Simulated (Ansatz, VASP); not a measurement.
## Hf2Pd2Se2Br2O3: VASP beside Ansatz

The input INCAR:

```
SYSTEM = Hf2Pd2Se2Br2O3
ALGO = Normal ; EDIFF = 1E-6
ENCUT = 520 ; GGA = RE
ISIF = 2 ; ISMEAR = -1
LASPH = .True. ; LCHARG = .False.
LREAL = .False. ; LWAVE = .False.
NBANDS = 53 ; NELM = 60
PREC = Accurate ; SIGMA = 0.05
```

Contents of KPOINTS:

```
k-points
0
Gamma
  6 6 2
  0 0 0
```

The input POSCAR:

```
Hf2Pd2Se2Br2O3
1.0
    7.5866600000     -1.7097100000     -1.1757600000
    7.5866600000      1.7097100000     -1.1757600000
   -2.0244600000      0.0000000000     13.0515500000
Hf Pd Se Br O
2 2 2 2 3
Direct
    0.9451400000      0.9451400000      0.0614400000
    0.6062800000      0.6062800000      0.2830900000
    0.1792000000      0.1792000000      0.5096400000
    0.3228600000      0.3228600000      0.7430700000
    0.9223200000      0.9223200000      0.8456600000
    0.7899100000      0.7899100000      0.5880000000
    0.5864500000      0.5864500000      0.0452000000
    0.2460400000      0.2460400000      0.2865100000
    0.5970100000      0.5970100000      0.4212700000
    0.3855400000      0.3855400000      0.0730200000
    0.0309400000      0.0309400000      0.2216900000
```

File input.yaml:

```yaml
crystal:
  lattice:
    - [7.58666, -1.70971, -1.17576]
    - [7.58666, 1.70971, -1.17576]
    - [-2.02446, 0.0, 13.05155]
  atoms:
    - { symbol: Hf, position: [0.94514, 0.94514, 0.06144] }
    - { symbol: Hf, position: [0.60628, 0.60628, 0.28309] }
    - { symbol: Pd, position: [0.1792, 0.1792, 0.50964] }
    - { symbol: Pd, position: [0.32286, 0.32286, 0.74307] }
    - { symbol: Se, position: [0.92232, 0.92232, 0.84566] }
    - { symbol: Se, position: [0.78991, 0.78991, 0.588] }
    - { symbol: Br, position: [0.58645, 0.58645, 0.0452] }
    - { symbol: Br, position: [0.24604, 0.24604, 0.28651] }
    - { symbol: O, position: [0.59701, 0.59701, 0.42127] }
    - { symbol: O, position: [0.38554, 0.38554, 0.07302] }
    - { symbol: O, position: [0.03094, 0.03094, 0.22169] }
kpoints:
  mp_grid: { grid: [6, 6, 2] }
  band_path:
    path:
      - [0.0, 0.0, 0.0]
      - [0.5, 0.5, -1.0]
      - [0.3682145576, 0.3682145576, -1.1708748028]
      - [0.5, 0.5, -0.5]
      - [0.7411549895, 0.2588450105, -0.5]
    npoints: 12
scf:
  occupations: { method: fermi_dirac, width: 0.05 }
hamiltonian:
  xc: revpbe
  pseudopotentials: { kind: all_electron, lapw: { basis_error: 0.002 } }
output:
  forces: true
  stress: true
  eigenvalues: true
```

Alike in both runs: functional revPBE; k mesh 6 × 6 × 2; occupations fermi-dirac, width 0.05 eV; no spin polarisation.

|  | VASP | Ansatz |
| --- | --- | --- |
| version | VASP 6.6.1 | Ansatz 0.2.0 |
| potentials or method | VASP PAW PBE potentials, release 64 (Hf_pv, Pd, Se, Br, O), cutoff 520 eV | all-electron LAPW, scalar-relativistic |
| task | single point | band structure |

```tsv
	VASP	Ansatz	Ansatz less VASP
gap on the k mesh at the Fermi level (eV)	0.66	0.68	+0.016
least direct gap on the mesh (eV)	0.67	0.68	+0.015
pressure (GPa)	0.8	1.2	+0.37
traceless stress, the component that is largest in VASP (GPa)	-0.31	-0.38	-0.061
rms of the force components (eV/Å)	0.054	0.070	+0.0166
```

VASP's potentials were made for PBE, not for revPBE. Atom by atom the forces differ by 0.045 eV/Å (rms over components). Ansatz ran all-electron here, and VASP with PAW potentials.

Neither program's run includes spin-orbit coupling.
